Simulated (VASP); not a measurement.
Runs of VASP 6.6.1 on Hf. The structure is that of space group Fm-3m (No. 225), or close to it. The cells are those of the table. This isn't the form of Hf at room conditions, which is hcp.

| task | level | cell | cutoff (eV) | gap on the mesh (eV) | pressure (GPa) |
| --- | --- | --- | --- | --- | --- |
| electric field gradients | r2SCAN | a = 3.097 Å, angles 60.0°, 1 atom | 440 | none | 7.0 |
| single point | PBE | a = 3.118 Å, angles 60.0°, 1 atom | 520 | none | 5.0 |
| electric field gradients | PBE | a = 3.160 Å, angles 60.0°, 1 atom | 520 | none | (a) |
| single point | PBE | a = 3.097 Å, angles 60.0°, 1 atom | 520 | none | 7.6 |
| electric field gradients | PBE | a = 3.097 Å, angles 60.0°, 1 atom | 520 | none | 7.6 |

Alike in all rows: potentials or basis VASP PAW PBE potentials, release 64 (Hf_pv); no spin polarisation; k mesh 16 × 16 × 16; smearing fermi-dirac 0.03 eV.

Q: Fill in the values left out.

A: (a) 0.6.

Caveats: spin-orbit coupling is left out, which moves the levels of the heavy elements; the cell stands under pressure (at least some runs); the PAW data sets were made with another functional, which shifts forces and pressure a little (at least some runs).

A k mesh can miss the band edges, and the runs leave out spin-orbit coupling on Hf.

A gap of «none» marks levels without a gap at the run's occupations.
